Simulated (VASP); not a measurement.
# Pt (P6_3/mmc) in VASP: a series of runs

The runs below take Pt through single point, relaxation of cell and atoms, with r2SCAN.

Program: VASP 6.6.1. These are calculated values, not measurements. Logs are shortened: lines on timing, memory, paths and dates and some standing lists are left out, and cuts for length are marked.

### Step 1. The cell of the first run

It takes space group P6_3/mmc (No. 194, hexagonal). Conventional cell: a = 2.753 Å, b = 2.753 Å, c = 4.787 Å, α = 90.00°, β = 90.00°, γ = 120.00°. Within 3.6 Å of Pt (site symmetry -6m2) lie 12 Pt at 2.75 to 2.87 Å.

This isn't the form of Pt at room conditions, which is fcc.

### Step 2. Single point, r2SCAN

The input, POSCAR:

```
Pt
1.0
    2.7534152918      0.0000000000      0.0000000000
   -1.3767076459      2.3845275899      0.0000000000
    0.0000000000      0.0000000000      4.7872077197
Pt
2
Direct
    0.3333333333      0.6666666667      0.2500000000
    0.6666666667      0.3333333333      0.7500000000
```

The input, INCAR.step1:

```
SYSTEM = Pt
  ALGO = Normal
  EDIFF = 1E-4
  ENCUT = 520
  GGA = PE
  ISMEAR = -1
  LASPH = .TRUE.
  LCHARG = .FALSE.
  LREAL = .FALSE.
  LWAVE = .TRUE.
  NBANDS = 17
  NELM = 80
  PREC = Accurate
  SIGMA = 0.05
```

The input, INCAR.step2:

```
SYSTEM = Pt
  ALGO = Normal
  EDIFF = 1E-6
  ENCUT = 520
  ISIF = 2
  ISMEAR = -1
  ISTART = 1
  LASPH = .TRUE.
  LCHARG = .FALSE.
  LMIXTAU = .TRUE.
  LREAL = .FALSE.
  LWAVE = .FALSE.
  METAGGA = R2SCAN
  NBANDS = 17
  NELM = 80
  PREC = Accurate
  SIGMA = 0.05
```

The input, KPOINTS:

```
k-points
0
G
  17 17 9
  0 0 0
```

Potentials or basis: VASP PAW PBE potentials, release 64 (Pt).

On the command line:

```bash
> cat potpaw_PBE.64/Pt/POTCAR > POTCAR
> cp INCAR.step1 INCAR
> mpirun -np 1 vasp_std > vasp.out
> cp INCAR.step2 INCAR
> mpirun -np 1 vasp_std > vasp.out
```

OUTCAR:

```text
SYSTEM = Pt
   EDIFF = 1E-6
   ENCUT = 520
   ISIF = 2
   ISMEAR = -1
   ISTART = 1
   LASPH = .TRUE.
   LREAL = .FALSE.
   METAGGA = R2SCAN
   NELM = 80
   PREC = Accurate

 ion  position               nearest neighbor table
   1  0.333  0.667  0.250-   2 2.87   2 2.87   2 2.87   2 2.87   2 2.87   2 2.87
   2  0.667  0.333  0.750-   1 2.87   1 2.87   1 2.87   1 2.87   1 2.87   1 2.87

  LATTYP: Found a hexagonal cell.
 ALAT       =     2.7534152918
 C/A-ratio  =     1.7386435435

  Lattice vectors:

 A1 = (   2.7534152918,   0.0000000000,   0.0000000000)
 A2 = (  -1.3767076459,   2.3845275899,   0.0000000000)
 A3 = (   0.0000000000,   0.0000000000,   4.7872077197)

Analysis of symmetry for initial positions (statically):
=====================================================================
 Subroutine PRICEL returns:
 Original cell was already a primitive cell.

 Routine SETGRP: Setting up the symmetry group for a
 hexagonal supercell.

 Subroutine GETGRP returns: Found 24 space group operations
 (whereof 12 operations were pure point group operations)
 out of a pool of 24 trial point group operations.

The static configuration has the point symmetry D_3d.
 The point group associated with its full space group is D_6h.

Analysis of symmetry for dynamics (positions and initial velocities):
=====================================================================
 Subroutine PRICEL returns:
 Original cell was already a primitive cell.

 Routine SETGRP: Setting up the symmetry group for a
 hexagonal supercell.

 Subroutine GETGRP returns: Found 24 space group operations
 (whereof 12 operations were pure point group operations)
 out of a pool of 24 trial point group operations.

The dynamic configuration has the point symmetry D_3d.
 The point group associated with its full space group is D_6h.

 Subroutine INISYM returns: Found 24 space group operations
 (whereof 12 operations are pure point group operations),
 and found     1 'primitive' translations

----------------------------------------------------------------------------------------

                                     Primitive cell

  volume of cell :      31.4309

  direct lattice vectors                    reciprocal lattice vectors
     2.753415292  0.000000000  0.000000000     0.363185315  0.209685139  0.000000000
    -1.376707646  2.384527590  0.000000000     0.000000000  0.419370279  0.000000000
[... 83 lines left out ...]
   ENCUT  =  520.0 eV  38.22 Ry    6.18 a.u.   5.12  5.12  8.90*2*pi/ulx,y,z
   NELM   =     80;   NELMIN=  2; NELMDL=  0     # of ELM steps
   EDIFF  = 0.1E-05   stopping-criterion for ELM
   LREAL  =      F    real-space projection
   EDIFFG = 0.1E-04   stopping-criterion for IOM
   NSW    =      0    number of steps for IOM
   IBRION =     -1    ionic relax: 0-MD 1-quasi-New 2-CG
   NFREE  =      0    steps in history (QN), initial steepest desc. (CG)
   ISIF   =      2    stress and relaxation
   ISYM   =      2    0-nonsym 1-usesym 2-fastsym
   POTIM  = 0.5000    time-step for ionic-motion
   TEBEG  =    0.0;   TEEND  =   0.0 temperature during run
   PSTRESS=    0.0 pullay stress
   NELECT =      20.0000    total number of electrons
   NUPDOWN=      -1.0000    fix difference up-down
   EMIN   =  10.00;   EMAX   =-10.00  energy-range for DOS
   EFERMI =   0.00;   METHOD = LEGACY
   ISMEAR =    -1;   SIGMA  =   0.05  broadening in eV -4-tet -1-fermi 0-gaus
   EFERMI_NEDOS =   21; number of points for ismear=-14 and -15
   IALGO  =     38    algorithm
   IMIX   =      4    mixing-type and parameters
     AMIX     =   0.40;   BMIX     =  1.00
     AMIX_MAG =   1.60;   BMIX_MAG =  1.00
  volume/ion in A,a.u.               =      15.72       106.05
  Fermi-wavevector in a.u.,A,eV,Ry     =   1.408097  2.660918 26.976794  1.982738
  Thomas-Fermi vector in A             =   2.530290
   LORBIT       =      0    0 simple, 1 ext, 2 COOP (PROOUT), +10 PAW based schemes
   METAGGA = R2SCAN    functional components
   LHFCALC =     F    Hartree Fock is set to
   AEXX    =    0.0000 exact exchange contribution
   IVDW    =     0    specifies the selected vdW correction
   LEPSILON=     F    determine dielectric tensor
   LRPA    =     F    only Hartree local field effects (RPA)
 non-spin polarized calculation
  energy-cutoff  :      520.00
  volume of cell :       31.43
 maximum number of plane-waves:       860
   NGX = 11   NGY = 11   NGZ = 17

 number of electron      19.9999999 magnetization

 Free energy of the ion-electron system (eV)
  ---------------------------------------------------
  ext. energy  EPLUGINS =         0.00000000
  ---------------------------------------------------
  free energy    TOTEN  =      -102.88734084 eV

  energy without entropy =     -102.86080739  energy(sigma->0) =     -102.87407411

 E-fermi :  10.1942     XC(G=0): -14.3336

 val. band max:       10.1880175834   @ k =   0.2941   0.1765   0.0000
 cond. band min:      10.1988703682   @ k =   0.4706   0.0000   0.3333
 fundamental gap:      0.0108527848
 Fermi energy:        10.1941937768

 k-point     1 :       0.0000    0.0000    0.0000
  band No.  band energies     occupation
      1       0.2178      2.00000
      2       2.8772      2.00000
      3       6.1187      2.00000
      4       6.6501      2.00000
      5       6.6501      2.00000
      6       7.0227      2.00000
[... 457 lines left out ...]
      4       5.3557      2.00000
      5       6.3435      2.00000
      6       6.6822      2.00000
[... 9 lines left out ...]
     16      27.2006      0.00000
     17      29.0438      0.00000

 [... further k-points ...]

------------------------ aborting loop because EDIFF is reached ----------------------------------------

  FORCE on cell =-STRESS in cart. coord.  units (eV):
  Direction    XX          YY          ZZ          XY          YZ          ZX
  --------------------------------------------------------------------------------------
  -------------------------------------------------------------------------------------
  Total       -0.9006798     -0.9006798     -0.8043940      0.0000000     -0.0000000      0.0000000
  in kB      -45.9118338    -45.9118338    -41.0037012      0.0000000     -0.0000000      0.0000000
  external PRESSURE =     -44.2757896 kB  Pullay stress =       0.0000000 kB

 VOLUME and BASIS-vectors are now :
 -----------------------------------------------------------------------------
  energy-cutoff  :      520.00
  volume of cell :       31.43
      direct lattice vectors                 reciprocal lattice vectors
     2.753415292  0.000000000  0.000000000     0.363185315  0.209685139  0.000000000
    -1.376707646  2.384527590  0.000000000     0.000000000  0.419370279  0.000000000
     0.000000000  0.000000000  4.787207720     0.000000000  0.000000000  0.208890037

 POSITION                                       TOTAL-FORCE (eV/Angst)
 -----------------------------------------------------------------------------------
     -0.00000      1.58969      1.19680         0.000000      0.000000      0.000000
      1.37671      0.79484      3.59041        -0.000000     -0.000000      0.000000
 -----------------------------------------------------------------------------------
    total drift:                               -0.000000      0.000000     -0.000000

  FREE ENERGIE OF THE ION-ELECTRON SYSTEM (eV)
  ---------------------------------------------------
  free  energy   TOTEN  =      -102.8873408365 eV

  energy  without entropy=     -102.8608073851  energy(sigma->0) =     -102.87407411
```

OSZICAR.step1:

```text
N       E                     dE             d eps       ncg     rms          rms(c)
DAV:   1     0.101351609026E+03    0.10135E+03   -0.10479E+04  5618   0.113E+03
DAV:   2    -0.109886313631E+02   -0.11234E+03   -0.10682E+03  6069   0.244E+02
DAV:   3    -0.128480083252E+02   -0.18594E+01   -0.18317E+01  6911   0.310E+01
DAV:   4    -0.128576157672E+02   -0.96074E-02   -0.96053E-02  6639   0.233E+00
DAV:   5    -0.128577095141E+02   -0.93747E-04   -0.93746E-04  6873   0.243E-01    0.163E+01
DAV:   6    -0.121728586029E+02    0.68485E+00   -0.10729E+00  5876   0.925E+00    0.868E+00
DAV:   7    -0.121056113974E+02    0.67247E-01   -0.19506E-01  6703   0.392E+00    0.296E+00
DAV:   8    -0.120989083728E+02    0.67030E-02   -0.20716E-02  6116   0.116E+00    0.756E-01
DAV:   9    -0.120985367621E+02    0.37161E-03   -0.35347E-04  6376   0.157E-01    0.614E-02
DAV:  10    -0.120985509151E+02   -0.14153E-04   -0.90357E-06  3054   0.217E-02
   1 F= -.12098551E+02 E0= -.12083503E+02  d E =-.300961E-01
```

It took 6.2 min on 1 thread of Intel Xeon 8259CL, shared host; peak memory 0.2 GiB.

Results:

* Free energy: -102.8873 eV
* Pressure: -4.4 GPa
* Band gap on the k mesh: zero (bands 10 and 11 overlap by 1.31 eV)

Stress tensor (GPa, compression positive):
```
-4.59  0.00  0.00
 0.00 -4.59  0.00
 0.00  0.00 -4.10
```

Caveat: the cell stands under tension; the PAW data sets were made with another functional, which shifts forces and pressure a little; spin-orbit coupling is left out, which moves the levels of the heavy elements.

### Step 3. Relaxation of cell and atoms, r2SCAN

This run uses another cell than the first one, of 15.03 Å³/atom.

The input, POSCAR:

```
Pt
1.0
    2.7700000000      0.0000000000      0.0000000000
   -1.3850000000      2.3988903685      0.0000000000
    0.0000000000      0.0000000000      4.5234100000
Pt
2
Direct
    0.3333333333      0.6666666667      0.2500000000
    0.6666666667      0.3333333333      0.7500000000
```

The input, INCAR.step1:

```
SYSTEM = Pt
PREC = Accurate
ENCUT = 600
ISMEAR = -1
SIGMA = 0.05
LREAL = .False.
LASPH = .True.
NELM = 80
GGA = PE
ALGO = Normal
EDIFF = 1E-4
LWAVE = .True.
LCHARG = .False.
```

The input, INCAR.step2:

```
SYSTEM = Pt
PREC = Accurate
ENCUT = 600
EDIFF = 1E-7
ISMEAR = -1
SIGMA = 0.05
LREAL = .False.
LASPH = .True.
NELM = 80
ALGO = Normal
ISIF = 3
LWAVE = .False.
LCHARG = .False.
METAGGA = R2SCAN
LMIXTAU = .True.
IBRION = 2
NSW = 60
EDIFFG = -0.01
ISTART = 1
```

The input, KPOINTS:

```
regular mesh
0
Gamma
  17 17 9
  0 0 0
```

Potentials or basis: VASP PAW PBE potentials, release 64 (Pt).

On the command line:

```bash
> cat potpaw_PBE.64/Pt/POTCAR > POTCAR
> cp INCAR.step1 INCAR
> mpirun -np 1 vasp_std > vasp.out
> cp INCAR.step2 INCAR
> mpirun -np 1 vasp_std > vasp.out
```

It took 37 min on 1 thread of Intel Xeon 8259CL, shared host; peak memory 0.24 GiB.

It converged, with:

```
Free energy                           : -102.8927 eV
Relaxed volume                        : 15.45 Å³/atom
Relaxed cell                          : a = 2.739 Å, b = 2.739 Å, c = 4.754 Å, α = 90.00°, β = 90.00°, γ = 120.00°
Space group after relaxing (to 0.1 Å) : P6_3/mmc (No. 194)
Energy gained by relaxing             : 32.9 meV/atom
Ionic steps                           : 8
Pressure after relaxing               : 0.0 GPa
Band gap on the k mesh                : zero (bands 10 and 11 overlap by 1.34 eV)
```

Stress tensor (GPa, compression positive):
```
-0.09  0.00  0.00
 0.00 -0.09  0.00
 0.00  0.00  0.10
```

Step by step:
```
step  energy change (eV)  largest force (eV/Å)  pressure (GPa)  volume (Å³)
   1              0.0000                0.0000            7.57        30.06
   2              0.0664                0.0000          -16.18        33.23
   3             -0.0371                0.0000           -2.92        31.19
   4             -0.0656                0.0000           -0.26        30.94
   5             -0.0658                0.0000           -0.50        30.96
   6             -0.0658                0.0000           -0.57        30.96
   7             -0.0654                0.0000            1.08        30.76
   8             -0.0659                0.0000           -0.03        30.90
```

Final structure:
```xyz
2
Lattice="2.7393 0.0000 0.0000 -1.3696 2.3723 0.0000 0.0000 0.0000 4.7544" Properties=species:S:1:pos:R:3 pbc="T T T"
Pt    0.0000    1.5815    1.1886
Pt    1.3696    0.7908    3.5658
```

Levels at points of the mesh, in eV from the Fermi level:
```
           k point  band 7  band 8  band 9  band 10  band 11  band 12  band 13  band 14
(0.00, 0.00, 0.00)   -3.26   -1.96   -1.96    -0.61    -0.27    -0.27     5.10    16.06
```

Caveat: the PAW data sets were made with another functional, which shifts forces and pressure a little; spin-orbit coupling is left out, which moves the levels of the heavy elements.
